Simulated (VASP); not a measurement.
Input of a VASP 6.6.1 run:

File INCAR:

```
SYSTEM = Al
PREC = Accurate
ENCUT = 520
EDIFF = 1E-6
ISMEAR = 0
SIGMA = 0.15
LREAL = .FALSE.
LASPH = .TRUE.
NELM = 100
ALGO = Fast
ISIF = 2
LWAVE = .FALSE.
LCHARG = .TRUE.
GGA = PE
LELF = .TRUE.
LVHAR = .TRUE.
NBANDS = 8
```

File KPOINTS:

```
regular mesh
0
G
  20 20 20
  0 0 0
```

The input POSCAR:

```
Al
1.0
    0.0000000000      1.9632606000      1.9936203000
    1.9632606000      0.0000000000      1.9936203000
    1.9632606000      1.9632606000      0.0000000000
Al
1
Direct
    0.0000000000      0.0000000000      0.0000000000
```

Potentials or basis: VASP PAW PBE potentials, release 64 (Al).

Run with:

```sh
$ cat potpaw_PBE.64/Al/POTCAR > POTCAR
$ mpirun -np 1 vasp_std > vasp.out
```

(1) Estimate the pressure.

(2) Estimate the band gap on the k mesh.

Answers

(1) 6.4 GPa.

(2) zero (an odd number of electrons rules out a gap without spin polarisation).

Caveat: the cell differs from its parent crystal (strain -0.030 along x and y, -0.015 along z); the cell stands under pressure.
